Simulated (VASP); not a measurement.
# BeS (F-43m) in VASP: a series of runs

Runs on BeS. Level: PBEsol. Tasks: relaxation of cell and atoms.

Program: VASP 6.6.1. These are calculated values, not measurements. Logs are shortened: lines on timing, memory, paths and dates and some standing lists are left out, and cuts for length are marked.

**1. The cell of the first run**

It takes space group F-43m (No. 216, cubic). Conventional cell: a = 4.850 Å, b = 4.850 Å, c = 4.850 Å, α = 90.00°, β = 90.00°, γ = 90.00°. Within 2.8 Å of S (site symmetry -43m) lie 4 Be at 2.10 Å. Within 2.8 Å of Be (site symmetry -43m) lie 4 S at 2.10 Å.

**2. Relaxation of cell and atoms, PBEsol**

Input file INCAR:

```
SYSTEM = BeS
ALGO     = Normal         ! electronic algorithm
EDIFF    = 1E-6           ! SCF threshold, eV
EDIFFG   = -0.005         ! ionic threshold
ENCUT    = 600            ! plane-wave cutoff, eV
GGA      = PS             ! functional
IBRION   = 2              ! ionic algorithm
ISIF     = 3              ! what is computed and relaxed
ISMEAR   = -1             ! smearing method
LASPH    = .True.         ! aspherical terms in the spheres
LCHARG   = .False.        ! write CHGCAR
LREAL    = .False.        ! projectors in reciprocal space
LWAVE    = .False.        ! write WAVECAR
NELM     = 60             ! most SCF steps
NSW      = 80             ! ionic steps
PREC     = Accurate       ! precision mode
SIGMA    = 0.05           ! smearing width, eV
```

Input file KPOINTS:

```
k-points
0
Gamma
  9 9 9
  0 0 0
```

Input file POSCAR:

```
BeS
1.0
    0.0000000000      2.4250000000      2.4250000000
    2.4250000000      0.0000000000      2.4250000000
    2.4250000000      2.4250000000      0.0000000000
S Be
1 1
Direct
    0.7500000000      0.7500000000      0.7500000000
    0.0000000000      0.0000000000      0.0000000000
```

Potentials or basis: VASP PAW PBE potentials, release 64 (S, Be).

The run is started by

```console
> cat potpaw_PBE.64/S/POTCAR potpaw_PBE.64/Be/POTCAR > POTCAR
> mpirun -np 1 vasp_std > vasp.out
```

OUTCAR:

```text
SYSTEM = BeS
   EDIFF = 1E-6
   EDIFFG = -0.005
   ENCUT = 600
   GGA = PS
   IBRION = 2
   ISIF = 3
   ISMEAR = -1
   LASPH = .True.
   LREAL = .False.
   NELM = 60
   NSW = 80
   PREC = Accurate

 ion  position               nearest neighbor table
   1  0.750  0.750  0.750-   2 2.10   2 2.10   2 2.10   2 2.10
   2  0.000  0.000  0.000-   1 2.10   1 2.10   1 2.10   1 2.10

  LATTYP: Found a face centered cubic cell.
 ALAT       =     4.8500000000

  Lattice vectors:

 A1 = (   0.0000000000,   2.4250000000,   2.4250000000)
 A2 = (   2.4250000000,   0.0000000000,   2.4250000000)
 A3 = (   2.4250000000,   2.4250000000,   0.0000000000)

Analysis of symmetry for initial positions (statically):
=====================================================================
 Subroutine PRICEL returns:
 Original cell was already a primitive cell.

 Routine SETGRP: Setting up the symmetry group for a
 face centered cubic supercell.

 Subroutine GETGRP returns: Found 24 space group operations
 (whereof 24 operations were pure point group operations)
 out of a pool of 48 trial point group operations.

The static configuration has the point symmetry T_d .

Analysis of symmetry for dynamics (positions and initial velocities):
=====================================================================
 Subroutine PRICEL returns:
 Original cell was already a primitive cell.

 Routine SETGRP: Setting up the symmetry group for a
 face centered cubic supercell.

 Subroutine GETGRP returns: Found 24 space group operations
 (whereof 24 operations were pure point group operations)
 out of a pool of 48 trial point group operations.

The dynamic configuration has the point symmetry T_d .

 Subroutine INISYM returns: Found 24 space group operations
 (whereof 24 operations are pure point group operations),
 and found     1 'primitive' translations

----------------------------------------------------------------------------------------

                                     Primitive cell

  volume of cell :      28.5210

  direct lattice vectors                    reciprocal lattice vectors
     0.000000000  2.425000000  2.425000000    -0.206185567  0.206185567  0.206185567
     2.425000000  0.000000000  2.425000000     0.206185567 -0.206185567  0.206185567
     2.425000000  2.425000000  0.000000000     0.206185567  0.206185567 -0.206185567

  length of vectors
     3.429467889  3.429467889  3.429467889     0.357123878  0.357123878  0.357123878
[... 90 lines left out ...]
   TEBEG  =    0.0;   TEEND  =   0.0 temperature during run
   PSTRESS=    0.0 pullay stress
   NELECT =       8.0000    total number of electrons
   NUPDOWN=      -1.0000    fix difference up-down
   EMIN   =  10.00;   EMAX   =-10.00  energy-range for DOS
   EFERMI =   0.00;   METHOD = LEGACY
   ISMEAR =    -1;   SIGMA  =   0.05  broadening in eV -4-tet -1-fermi 0-gaus
   EFERMI_NEDOS =   21; number of points for ismear=-14 and -15
   IALGO  =     38    algorithm
   IMIX   =      4    mixing-type and parameters
     AMIX     =   0.40;   BMIX     =  1.00
     AMIX_MAG =   1.60;   BMIX_MAG =  1.00
  volume/ion in A,a.u.               =      14.26        96.23
  Fermi-wavevector in a.u.,A,eV,Ry     =   1.071642  2.025110 15.625158  1.148417
  Thomas-Fermi vector in A             =   2.207388
   LORBIT       =      0    0 simple, 1 ext, 2 COOP (PROOUT), +10 PAW based schemes
   GGA     = PS    functional components
   LHFCALC =     F    Hartree Fock is set to
   AEXX    =    0.0000 exact exchange contribution
   IVDW    =     0    specifies the selected vdW correction
   LEPSILON=     F    determine dielectric tensor
   LRPA    =     F    only Hartree local field effects (RPA)
 conjugate gradient relaxation of ions
 non-spin polarized calculation
  energy-cutoff  :      600.00
  volume of cell :       28.52
 maximum number of plane-waves:       963
   NGX = 13   NGY = 13   NGZ = 13

--------------------------------------- Ionic step        1  -------------------------------------------

 number of electron       7.9999999 magnetization

 Free energy of the ion-electron system (eV)
  ---------------------------------------------------
  ext. energy  EPLUGINS =         0.00000000
  ---------------------------------------------------
  free energy    TOTEN  =       -10.56431022 eV

  energy without entropy =      -10.56431022  energy(sigma->0) =      -10.56431022

------------------------ aborting loop because EDIFF is reached ----------------------------------------

  FORCE on cell =-STRESS in cart. coord.  units (eV):
  Direction    XX          YY          ZZ          XY          YZ          ZX
  --------------------------------------------------------------------------------------
  -------------------------------------------------------------------------------------
  Total       -0.0941081     -0.0941081     -0.0941081     -0.0000000     -0.0000000      0.0000000
  in kB       -5.2865512     -5.2865512     -5.2865512     -0.0000000     -0.0000000      0.0000000
  external PRESSURE =      -5.2865512 kB  Pullay stress =       0.0000000 kB
[... 59 lines left out ...]
--------------------------------------- Ionic step        3  -------------------------------------------

 number of electron       7.9999999 magnetization

 Free energy of the ion-electron system (eV)
  ---------------------------------------------------
  ext. energy  EPLUGINS =         0.00000000
  ---------------------------------------------------
  free energy    TOTEN  =       -10.56457624 eV

  energy without entropy =      -10.56457624  energy(sigma->0) =      -10.56457624

 E-fermi :   5.1563     XC(G=0):  -9.9239

 val. band max:        4.2017197071   @ k =   0.0000   0.0000   0.0000
 cond. band min:       7.2155209964   @ k =   0.4444   0.4444   0.0000
 fundamental gap:      3.0138012893
 Fermi energy:         5.1562842149

 k-point     1 :       0.0000    0.0000    0.0000
  band No.  band energies     occupation
      1      -9.5536      2.00000
      2       4.2017      2.00000
      3       4.2017      2.00000
      4       4.2017      2.00000
      5       9.8091      0.00000
      6       9.8091      0.00000
      7       9.8091      0.00000
      8       9.9547      0.00000
[... 243 lines left out ...]
 k-point    24 :       0.4444    0.4444    0.0000
  band No.  band energies     occupation
      1      -7.4486      2.00000
      2      -0.7453      2.00000
      3       1.5639      2.00000
      4       1.5639      2.00000
      5       7.2155      0.00000
      6       9.0778      0.00000
      7      16.5614      0.00000
      8      16.5614      0.00000

 [... further k-points ...]
[... 5 lines left out ...]
  --------------------------------------------------------------------------------------
  -------------------------------------------------------------------------------------
  Total        0.0015343      0.0015343      0.0015343      0.0000000      0.0000000     -0.0000000
  in kB        0.0866707      0.0866707      0.0866707      0.0000000      0.0000000     -0.0000000
  external PRESSURE =       0.0866707 kB  Pullay stress =       0.0000000 kB
[... 17 lines left out ...]
  FREE ENERGIE OF THE ION-ELECTRON SYSTEM (eV)
  ---------------------------------------------------
  free  energy   TOTEN  =       -10.5645762403 eV

  energy  without entropy=      -10.5645762402  energy(sigma->0) =      -10.56457624

 reached required accuracy - stopping structural energy minimisation
```

OSZICAR:

```text
N       E                     dE             d eps       ncg     rms          rms(c)
DAV:   1     0.231253047536E+02    0.23125E+02   -0.43979E+03   568   0.973E+02
DAV:   2    -0.991930115529E+01   -0.33045E+02   -0.31714E+02   848   0.132E+02
DAV:   3    -0.107465358867E+02   -0.82723E+00   -0.82723E+00   648   0.270E+01
DAV:   4    -0.107501489264E+02   -0.36130E-02   -0.36130E-02   936   0.200E+00
[... 17 lines left out ...]
       N       E                     dE             d eps       ncg     rms          rms(c)
DAV:   1    -0.105646185831E+02   -0.56332E-04   -0.89547E-04   576   0.202E-01    0.494E-02
DAV:   2    -0.105645813663E+02    0.37217E-04   -0.10730E-04   648   0.607E-02    0.175E-02
DAV:   3    -0.105645766354E+02    0.47309E-05   -0.22334E-05   736   0.276E-02    0.101E-02
DAV:   4    -0.105645762403E+02    0.39514E-06   -0.22025E-07   304   0.420E-03
   3 F= -.10564576E+02 E0= -.10564576E+02  d E =-.266020E-03
```

CONTCAR:

```text
BeS
   1.00000000000000
    -0.0000000000000000    2.4205075014236654    2.4205075014236654
     2.4205075014236654   -0.0000000000000000    2.4205075014236654
     2.4205075014236654    2.4205075014236654    0.0000000000000000
  S               Be
     1     1
Direct
     0.7500000000000000    0.7500000000000000    0.7500000000000000
     0.0000000000000000    0.0000000000000000    0.0000000000000000

  0.00000000E+00  0.00000000E+00  0.00000000E+00
  0.00000000E+00  0.00000000E+00  0.00000000E+00
```

Run time: 11 s. Hardware: 1 thread of Intel Xeon Platinum 8488C (Sapphire Rapids), shared host; peak memory 0.15 GiB.

Results:

```yaml
Free_energy: -10.5646 eV
Relaxed_volume: 14.18 Å³/atom
Relaxed_cell: a = 3.423 Å, b = 3.423 Å, c = 3.423 Å, α = 60.00°, β = 60.00°, γ = 60.00°
Space_group_after_relaxing_to_0.05_Å: F-43m (No. 216)
Energy_gained_by_relaxing: 0.1 meV/atom
Ionic_steps: 3
Pressure_after_relaxing: 0.0 GPa
Band_gap_on_the_k_mesh: 3.01 eV, indirect (least direct gap 5.61 eV)
```

The path:
```
step  energy change (eV)  largest force (eV/Å)  pressure (GPa)  volume (Å³)
   1              0.0000                0.0000           -0.53        28.52
   2             -0.0003                0.0000            0.13        28.33
   3             -0.0003                0.0000            0.01        28.36
```

Final structure:
```
S Be
1.0
     0.00000    2.42051    2.42051
     2.42051    0.00000    2.42051
     2.42051    2.42051    0.00000
S Be
1 1
Direct
  0.75000 0.75000 0.75000
  0.00000 0.00000 0.00000
```

Levels at points of the mesh, in eV from the valence-band top:
```tsv
k point	band 1	band 2	band 3	band 4	band 5	band 6	band 7	band 8
(0.00, 0.00, 0.00)	-13.76	0.00	0.00	0.00	5.61	5.61	5.61	5.75
```

Caveat: the PAW data sets were made with another functional, which shifts forces and pressure a little.

**3. Relaxation of cell and atoms, PBEsol, target pressure 5 GPa, at which the enthalpy is minimised**

Input file INCAR:

```
SYSTEM = BeS
ALGO = Normal
EDIFF = 1E-7
EDIFFG = -0.005
ENCUT = 600
GGA = PS
IBRION = 2
ISIF = 3
ISMEAR = -1
LASPH = .TRUE.
LCHARG = .FALSE.
LREAL = .FALSE.
LWAVE = .FALSE.
NELM = 100
NSW = 80
PREC = Accurate
PSTRESS = 50.0
SIGMA = 0.05
```

Input file KPOINTS:

```
k-points
0
G
  9 9 9
  0 0 0
```

POSCAR is that of step 2.

Potentials or basis: VASP PAW PBE potentials, release 64 (S, Be).

The run is started by

```console
> cat potpaw_PBE.64/S/POTCAR potpaw_PBE.64/Be/POTCAR > POTCAR
> mpirun -np 1 vasp_std > vasp.out
```

Wall time 14 s (1 thread of Intel Xeon Platinum 8488C (Sapphire Rapids), shared host); peak memory 0.15 GiB.

Results (log left out):

```
Free energy                                            : -10.5449 eV
Relaxed volume                                         : 13.53 Å³/atom
Relaxed cell                                           : a = 3.370 Å, b = 3.370 Å, c = 3.370 Å, α = 60.00°, β = 60.00°, γ = 60.00°
Space group after relaxing (to 0.05 Å)                 : F-43m (No. 216)
Energy change on relaxing (the enthalpy is what falls) : +9.7 meV/atom
Ionic steps                                            : 3
Pressure after relaxing                                : 5.0 GPa
Band gap on the k mesh                                 : 2.91 eV, indirect (least direct gap 5.58 eV)
```

Step by step:
| step | energy change (eV) | largest force (eV/Å) | pressure (GPa) | volume (Å³) |
| --- | --- | --- | --- | --- |
| 1 | 0.0000 | 0.0000 | -0.53 | 28.52 |
| 2 | 0.0393 | 0.0000 | 7.31 | 26.54 |
| 3 | 0.0194 | 0.0000 | 5.01 | 27.05 |

Final structure:
```cif
data_structure
_symmetry_space_group_name_H-M 'P 1'
_symmetry_Int_Tables_number 1
_cell_length_a 3.3696
_cell_length_b 3.3696
_cell_length_c 3.3696
_cell_angle_alpha 60.000
_cell_angle_beta 60.000
_cell_angle_gamma 60.000
_cell_volume 27.05
loop_
_atom_site_label
_atom_site_type_symbol
_atom_site_fract_x
_atom_site_fract_y
_atom_site_fract_z
_atom_site_occupancy
S1 S 0.75000 0.75000 0.75000 1
Be1 Be 0.00000 0.00000 0.00000 1
```

Levels at points of the mesh, in eV from the valence-band top:
| k point | band 1 | band 2 | band 3 | band 4 | band 5 | band 6 | band 7 | band 8 |
| --- | --- | --- | --- | --- | --- | --- | --- | --- |
| (0.00, 0.00, 0.00) | -14.09 | 0.00 | 0.00 | 0.00 | 5.58 | 5.58 | 5.58 | 6.16 |

Caveat: the cell is relaxed towards a set pressure, so the enthalpy falls and the energy may rise; the PAW data sets were made with another functional, which shifts forces and pressure a little. A k mesh can miss the band edges.
